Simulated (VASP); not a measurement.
Set up this calculation in VASP 6.6.1, as the native input.

```yaml
Task: single point
Functional: PBE
Potentials_or_basis: VASP PAW PBE potentials, release 64 (Sr_sv, Co, Se)
Cutoff: 520 eV
k_mesh: 4 × 4 × 4
Occupations: gaussian, width 0.1 eV
Spin: collinear spin, ferromagnetic start
Starting_moments: "[0.0, 3.0, 0.0] μB"
Dipole_correction: no
Further_INCAR_settings: ALGO = Normal; EDIFF = 1e-06; NBANDS = 24
```

The structure of SrCoSe lies in POSCAR:

```
SrCoSe
1.0
    4.3327902808      0.0000000000      0.0000000000
    0.0000000000      4.3385469288      0.0000000000
    0.0000000000      0.0000000000      4.4435065320
Sr Co Se
1 1 1
Direct
    0.0000000000      0.0000000000      0.0000000000
    0.5000000000      0.5000000000      0.5000000000
    0.5000000000      0.5000000000      0.0000000000
```

The cell was generated, and may not be a known phase.

These files were run (other wordings do the same):

INCAR

```
ALGO = Normal
EDIFF = 1E-6
ENCUT = 520
GGA = PE
ISIF = 2
ISMEAR = 0
ISPIN = 2
LASPH = T
LCHARG = F
LMAXMIX = 4
LORBIT = 11
LREAL = F
LWAVE = F
MAGMOM = 0 3 0
NBANDS = 24
NELM = 150
PREC = Accurate
SIGMA = 0.1
```

KPOINTS

```
k-points
0
Gamma
  4 4 4
```

Potentials or basis: VASP PAW PBE potentials, release 64 (Sr_sv, Co, Se).

Launch:

```console
$ cat potpaw_PBE.64/Sr_sv/POTCAR potpaw_PBE.64/Co/POTCAR potpaw_PBE.64/Se/POTCAR > POTCAR
$ mpirun -np 1 vasp_std > vasp.out
```

Results of the run:

```
Pressure                                              : 0.4 GPa
Net moment                                            : 1.20 μB per cell
Site moments                                          : Sr -0.03; Co +1.46; Se +0.04 μB
Valence electrons inside the program's atomic spheres : Sr 7.98; Co 8.09; Se 3.98
```

Caveat: the k points lie up to 0.36 Å⁻¹ apart; a cell with one magnetic atom can't hold antiferromagnetic order, which such compounds often take.

Wall time 68 s on 1 thread of Intel(R) Xeon(R) 6975P-C (Granite Rapids) (shared host), peak memory 0.27 GiB.
